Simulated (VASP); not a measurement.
Here is a VASP 6.6.1 calculation.

File INCAR:

```
SYSTEM = Sb
PREC = Accurate
ENCUT = 600
EDIFF = 1E-6
ISMEAR = -1
SIGMA = 0.05
LREAL = .FALSE.
LASPH = .TRUE.
NELM = 80
ALGO = Normal
ISIF = 3
LWAVE = .FALSE.
LCHARG = .FALSE.
GGA = B5
ALDAX = 1.0
AGGAX = 1.0
AGGAC = 1.0
ALDAC = 0.0
IBRION = 2
NSW = 60
EDIFFG = -0.01
```

The input KPOINTS:

```
Automatic mesh
0
G
  12 12 12
  0 0 0
```

Contents of POSCAR:

```
Sb
1.0
   -1.5765401831      1.5765401831      2.7119384313
    1.5765401831     -1.5765401831      2.7119384313
    1.5765401831      1.5765401831     -2.7119384313
Sb
1
Direct
    0.0000000000      0.0000000000      0.0000000000
```

Potentials or basis: VASP PAW PBE potentials, release 64 (Sb).

Launch:

```sh
$ cat potpaw_PBE.64/Sb/POTCAR > POTCAR
$ mpirun -np 1 vasp_std > vasp.out
```

Task: Predict the relaxed cell.

Result: a = 3.949 Å, b = 3.949 Å, c = 3.949 Å, α = 132.90°, β = 132.90°, γ = 68.80°.

Task: Estimate the space group after relaxing (to 0.05 Å).

Result: I4/mmm (No. 139).

Task: Predict the relaxed volume.

Result: 32.44 Å³/atom.

Final structure:
```
Sb
1.0
    -1.57762    1.57762    3.25813
     1.57762   -1.57762    3.25813
     1.57762    1.57762   -3.25813
Sb
1
Cartesian
  0.0000 0.0000 0.0000
```

Caveat: the volume moved by over 15 % at a fixed basis, so the end points are rough; the PAW data sets were made with another functional, which shifts forces and pressure a little.
